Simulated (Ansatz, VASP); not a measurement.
Ta3TeH2: VASP beside Ansatz

```
Ta Te H
1.0
     3.27263    0.00000    0.00000
    -1.63631    2.83418    0.00000
     0.00000    0.00000    8.88291
Ta Te H
3 1 2
Direct
  0.66667 0.33333 0.75123
  0.00000 0.00000 0.00000
  0.33333 0.66667 0.24877
  0.00000 0.00000 0.50000
  0.33333 0.66667 0.85896
  0.66667 0.33333 0.14104
```

Alike in both runs: functional PBE; k mesh 6 × 6 × 2; occupations gaussian, width 0.1 eV; no spin polarisation.

Ansatz relaxed the structure, and its values are those at the end. VASP's run is a single point on that final structure, the one shown.

```csv
,VASP,Ansatz
version,VASP 6.6.1,Ansatz 0.2.0
potentials or method,"VASP PAW PBE potentials, release 64 (Ta_pv, Te, H), cutoff 520 eV","scalar-relativistic, plane waves, PAW"
valence electrons in the cell,41,57
```

|  | VASP | Ansatz | Ansatz less VASP |
| --- | --- | --- | --- |
| gap on the k mesh at the Fermi level (eV) | none | none | - |
| pressure (GPa) | 0.0 | 0.0 | -0.05 |
| rms of the force components (eV/Å) | 0.005 | 0.005 | -0.0003 |

A gap of «none» marks a metal or a gap that the smearing closes. With one functional, cell and mesh, what is left measures potentials, basis and numerics. VASP's potentials hold 41 valence electrons a cell and Ansatz's 57, so a difference there can come from the potentials and not from the codes.

The k mesh is coarse, so the values compare programs but aren't converged. Neither program's run includes spin-orbit coupling.
